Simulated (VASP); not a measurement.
# As (R-3m) in VASP: a series of runs

As is run at these levels: PBE, PBEsol, r2SCAN; tasks: electric field gradients.

All numbers are computed with VASP 6.6.1; they aren't measurements. Logs are shortened: lines on timing, memory, paths and dates and some standing lists are left out, and cuts for length are marked.

## 1. The cell of the first run

It takes space group R-3m (No. 166, trigonal). The conventional cell has a = 3.759 Å, b = 3.759 Å, c = 10.457 Å, α = 90.00°, β = 90.00°, γ = 120.00°. Within 3.3 Å of As (site symmetry 3m) lie 6 As at 2.52 to 3.10 Å.

## 2. Electric field gradients, PBE

The input, INCAR:

```
PREC = Accurate ; ENCUT = 520
EDIFF = 1E-8 ; ISMEAR = -1
SIGMA = 0.05 ; LREAL = False
LASPH = True ; NELM = 120
ALGO = Normal ; ISIF = 2
LWAVE = False ; LCHARG = False
GGA = PE ; LEFG = True
NBANDS = 22 ; GGA_COMPAT = False
```

The input, KPOINTS:

```
Automatic mesh
0
Gamma
  6 6 6
```

The input, POSCAR:

```
As
1.0
    1.8797494575      1.0852738553      3.4857700000
   -1.8797494575      1.0852738553      3.4857700000
    0.0000000000     -2.1705477106      3.4857700000
As
2
Direct
    0.2275400000      0.2275400000      0.2275400000
    0.7724600000      0.7724600000      0.7724600000
```

Potentials or basis: VASP PAW PBE potentials, release 64 (As_d).

Run with:

```
cat potpaw_PBE.64/As_d/POTCAR > POTCAR
mpirun -np 1 vasp_std > vasp.out
```

OUTCAR:

```text
PREC = Accurate
   ENCUT = 520
   EDIFF = 1E-8
   ISMEAR = -1
   LREAL = False
   LASPH = True
   NELM = 120
   ISIF = 2
   GGA = PE

 ion  position               nearest neighbor table
   1  0.228  0.228  0.228-   2 2.52   2 2.52   2 2.52
   2  0.772  0.772  0.772-   1 2.52   1 2.52   1 2.52

  LATTYP: Found a trigonal (rhomboedric) cell.
 ALAT       =     4.1063207202
 COS(alpha) =     0.5808936906

  Lattice vectors:

 A1 = (   1.8797494575,   1.0852738553,   3.4857700000)
 A2 = (  -1.8797494575,   1.0852738553,   3.4857700000)
 A3 = (   0.0000000000,  -2.1705477106,   3.4857700000)

Analysis of symmetry for initial positions (statically):
=====================================================================
 Subroutine PRICEL returns:
 Original cell was already a primitive cell.

 Routine SETGRP: Setting up the symmetry group for a
 trigonal (rhombohedral) supercell.

 Subroutine GETGRP returns: Found 12 space group operations
 (whereof 12 operations were pure point group operations)
 out of a pool of 12 trial point group operations.

The static configuration has the point symmetry D_3d.

Analysis of symmetry for dynamics (positions and initial velocities):
=====================================================================
 Subroutine PRICEL returns:
 Original cell was already a primitive cell.

 Routine SETGRP: Setting up the symmetry group for a
 trigonal (rhombohedral) supercell.

 Subroutine GETGRP returns: Found 12 space group operations
 (whereof 12 operations were pure point group operations)
 out of a pool of 12 trial point group operations.

The dynamic configuration has the point symmetry D_3d.

 Subroutine INISYM returns: Found 12 space group operations
 (whereof 12 operations are pure point group operations),
 and found     1 'primitive' translations

----------------------------------------------------------------------------------------

                                     Primitive cell

  volume of cell :      42.6667

  direct lattice vectors                    reciprocal lattice vectors
     1.879749457  1.085273855  3.485770000     0.265992895  0.153571070  0.095626887
    -1.879749457  1.085273855  3.485770000    -0.265992895  0.153571070  0.095626887
     0.000000000 -2.170547711  3.485770000     0.000000000 -0.307142139  0.095626887

  length of vectors
     4.106320720  4.106320720  4.106320720     0.321684310  0.321684310  0.321684310

  position of ions in fractional coordinates (direct lattice)
     0.227540000  0.227540000  0.227540000
     0.772460000  0.772460000  0.772460000

  ion indices of the primitive-cell ions
   primitive index   ion index
                 1           1
                 2           2

----------------------------------------------------------------------------------------

 KPOINTS: Automatic mesh

Automatic generation of k-mesh.
 Grid dimensions read from file:
 generate k-points for:    6    6    6

 Generating k-lattice:

  Cartesian coordinates                     Fractional coordinates (reciprocal lattice)
     0.044332149  0.025595178  0.015937814     0.166666667 -0.000000000 -0.000000000
    -0.044332149  0.025595178  0.015937814    -0.000000000  0.166666667 -0.000000000
     0.000000000 -0.051190357  0.015937814    -0.000000000 -0.000000000  0.166666667

  Length of vectors
     0.053614052  0.053614052  0.053614052

  Shift w.r.t. Gamma in fractional coordinates (k-lattice)
     0.000000000  0.000000000  0.000000000

 Subroutine IBZKPT returns following result:
 ===========================================

 Found     32 irreducible k-points:

 Following reciprocal coordinates:
            Coordinates               Weight
  0.000000  0.000000  0.000000      1.000000
  0.166667  0.000000  0.000000      6.000000
  0.333333  0.000000  0.000000      6.000000
  0.500000  0.000000  0.000000      3.000000
  0.166667  0.166667  0.000000      6.000000
  0.333333  0.166667  0.000000     12.000000
[... 16 lines left out ...]
  0.500000  0.500000  0.166667      6.000000
 -0.333333  0.500000  0.166667     12.000000
 [... further k-points ...]
   k-points           NKPTS =     32   k-points in BZ     NKDIM =     32   number of bands    NBANDS=     22
   number of dos      NEDOS =    301   number of ions     NIONS =      2
   total plane-waves  NPLWV =  32768
   dimension x,y,z NGX =    32 NGY =   32 NGZ =   32
   dimension x,y,z NGXF=    64 NGYF=   64 NGZF=   64
   ions per type =               2
   NGX,Y,Z   is equivalent  to a cutoff of  12.96, 12.96, 12.96 a.u.
   NGXF,Y,Z  is equivalent  to a cutoff of  25.91, 25.91, 25.91 a.u.
 SYSTEM =  unknown system
   PREC   = accura    normal or accurate (medium, high low for compatibility)
   ISTART =      0    job   : 0-new  1-cont  2-samecut
   ICHARG =      2    charge: 1-file 2-atom 10-const
   ISPIN  =      1    spin polarized calculation?
   LNONCOLLINEAR =      F non collinear calculations
   LSORBIT =      F    spin-orbit coupling
   LASPH  =      T    aspherical Exc in radial PAW
   ENCUT  =  520.0 eV  38.22 Ry    6.18 a.u.   7.64  7.64  7.64*2*pi/ulx,y,z
   NELM   =    120;   NELMIN=  2; NELMDL= -5     # of ELM steps
   EDIFF  = 0.1E-07   stopping-criterion for ELM
   LREAL  =      F    real-space projection
   EDIFFG = 0.1E-06   stopping-criterion for IOM
   NSW    =      0    number of steps for IOM
   IBRION =     -1    ionic relax: 0-MD 1-quasi-New 2-CG
   NFREE  =      0    steps in history (QN), initial steepest desc. (CG)
   ISIF   =      2    stress and relaxation
   ISYM   =      2    0-nonsym 1-usesym 2-fastsym
   POTIM  = 0.5000    time-step for ionic-motion
   TEBEG  =    0.0;   TEEND  =   0.0 temperature during run
   PSTRESS=    0.0 pullay stress
   NELECT =      30.0000    total number of electrons
   NUPDOWN=      -1.0000    fix difference up-down
   EMIN   =  10.00;   EMAX   =-10.00  energy-range for DOS
   EFERMI =   0.00;   METHOD = LEGACY
   ISMEAR =    -1;   SIGMA  =   0.05  broadening in eV -4-tet -1-fermi 0-gaus
   EFERMI_NEDOS =   21; number of points for ismear=-14 and -15
   IALGO  =     38    algorithm
   IMIX   =      4    mixing-type and parameters
     AMIX     =   0.40;   BMIX     =  1.00
     AMIX_MAG =   1.60;   BMIX_MAG =  1.00
  volume/ion in A,a.u.               =      21.33       143.96
  Fermi-wavevector in a.u.,A,eV,Ry     =   1.455746  2.750960 28.833402  2.119195
  Thomas-Fermi vector in A             =   2.572744
   LORBIT       =      0    0 simple, 1 ext, 2 COOP (PROOUT), +10 PAW based schemes
   GGA     = PE    functional components
   LHFCALC =     F    Hartree Fock is set to
   AEXX    =    0.0000 exact exchange contribution
   IVDW    =     0    specifies the selected vdW correction
   LEPSILON=     F    determine dielectric tensor
   LRPA    =     F    only Hartree local field effects (RPA)
 non-spin polarized calculation
  energy-cutoff  :      520.00
  volume of cell :       42.67
 maximum number of plane-waves:      1161
 NGX is ok and might be reduce to    32
   NGX = 15   NGY = 15   NGZ = 15

 number of electron      30.0000001 magnetization

 Free energy of the ion-electron system (eV)
  ---------------------------------------------------
  ext. energy  EPLUGINS =         0.00000000
  ---------------------------------------------------
  free energy    TOTEN  =        -9.37408228 eV

  energy without entropy =       -9.37207074  energy(sigma->0) =       -9.37307651

 E-fermi :   3.9017     XC(G=0): -10.7143

 val. band max:        3.5766523158   @ k =   0.5000   0.0000   0.0000
 cond. band min:       3.9022880418   @ k =   0.3333   0.1667   0.1667
 fundamental gap:      0.3256357260
 Fermi energy:         3.9016962249

 k-point     1 :       0.0000    0.0000    0.0000
  band No.  band energies     occupation
      1     -32.4316      2.00000
      2     -32.4316      2.00000
      3     -32.3859      2.00000
      4     -32.3859      2.00000
      5     -32.3557      2.00000
      6     -32.3176      2.00000
[... 14 lines left out ...]
     21      11.0947      0.00000
     22      12.6704      0.00000

 k-point     2 :       0.1667    0.0000    0.0000
  band No.  band energies     occupation
      1     -32.4284      2.00000
      2     -32.4236      2.00000
      3     -32.3832      2.00000
      4     -32.3802      2.00000
      5     -32.3534      2.00000
      6     -32.3215      2.00000
[... 14 lines left out ...]
     21      10.8249      0.00000
     22      14.7159      0.00000
[... 523 lines left out ...]
     21      15.5201      0.00000
     22      15.8398      0.00000

 k-point    24 :      -0.3333    0.5000    0.1667
  band No.  band energies     occupation
      1     -32.4256      2.00000
      2     -32.3876      2.00000
      3     -32.3711      2.00000
      4     -32.3605      2.00000
      5     -32.3446      2.00000
      6     -32.3403      2.00000
[... 14 lines left out ...]
     21      15.8404      0.00000
     22      16.9278      0.00000

 [... further k-points ...]
[... 5 lines left out ...]
  --------------------------------------------------------------------------------------
  -------------------------------------------------------------------------------------
  Total        1.0885189      1.0885189      0.6843376     -0.0000000      0.0000000      0.0000000
  in kB       40.8749541     40.8749541     25.6975478     -0.0000000      0.0000000      0.0000000
  external PRESSURE =      35.8158187 kB  Pullay stress =       0.0000000 kB

 VOLUME and BASIS-vectors are now :
 -----------------------------------------------------------------------------
  energy-cutoff  :      520.00
  volume of cell :       42.67
      direct lattice vectors                 reciprocal lattice vectors
     1.879749457  1.085273855  3.485770000     0.265992895  0.153571070  0.095626887
    -1.879749457  1.085273855  3.485770000    -0.265992895  0.153571070  0.095626887
     0.000000000 -2.170547711  3.485770000     0.000000000 -0.307142139  0.095626887

 POSITION                                       TOTAL-FORCE (eV/Angst)
 -----------------------------------------------------------------------------------
      0.00000      0.00000      2.37946         0.000000      0.000000      0.121513
      0.00000      0.00000      8.07785         0.000000      0.000000     -0.121513
 -----------------------------------------------------------------------------------
    total drift:                               -0.000000      0.000000     -0.000000

  FREE ENERGIE OF THE ION-ELECTRON SYSTEM (eV)
  ---------------------------------------------------
  free  energy   TOTEN  =        -9.3740822821 eV

  energy  without entropy=       -9.3720707352  energy(sigma->0) =       -9.37307651

 Electric field gradients (V/A^2)
---------------------------------------------------------------------
 ion       V_xx      V_yy      V_zz      V_xy      V_xz      V_yz
---------------------------------------------------------------------
   1      23.153    23.153   -46.307     0.000     0.000    -0.000
   2      23.153    23.153   -46.307     0.000     0.000    -0.000
---------------------------------------------------------------------

 Electric field gradients after diagonalization (V/A^2)
 (convention: |V_zz| > |V_xx| > |V_yy|)
----------------------------------------------------------------------
 ion       V_xx      V_yy      V_zz     asymmetry (V_yy - V_xx)/ V_zz
----------------------------------------------------------------------
   1      23.153    23.153   -46.307       0.000
   2      23.153    23.153   -46.307       0.000
----------------------------------------------------------------------

           NMR quadrupolar parameters

 Cq : quadrupolar parameter    Cq=e*Q*V_zz/h
 eta: asymmetry parameters     (V_yy - V_xx)/ V_zz
 Q  : nuclear electric quadrupole moment in mb (millibarn)
----------------------------------------------------------------------
 ion       Cq(MHz)       eta       Q (mb)
----------------------------------------------------------------------
   1      -0.112       0.000       1.000
   2      -0.112       0.000       1.000
----------------------------------------------------------------------
```

It took 24 s on 1 thread of Intel Xeon Platinum 8259CL at 2.50GHz (Skylake/Cascade Lake), shared host; peak memory 0.18 GiB.

Results:

```
Free energy            : -9.3741 eV
Pressure               : 3.6 GPa
Largest force          : 0.122 eV/Å
Band gap on the k mesh : zero (band 15 reaches 3.90 eV, above the bottom of band 16 at 3.58 eV)
```

Forces in eV/Å, atoms in the order of the input:
```
As   0.000  0.000  0.122
As   0.000  0.000 -0.122
```

Stress tensor (GPa, compression positive):
```
4.09 0.00 0.00
0.00 4.09 0.00
0.00 0.00 2.57
```

Electric field gradients, principal values (V/Å²):
```csv
atom,least,middle,greatest (by size)
1 As,23.153,23.153,-46.307
2 As,23.153,23.153,-46.307
```

Caveat: without QUAD_EFG the Cq values of the log hold for a quadrupole moment of 1 mb, not for the nuclei.

(Part 1 of 3 ends here.)
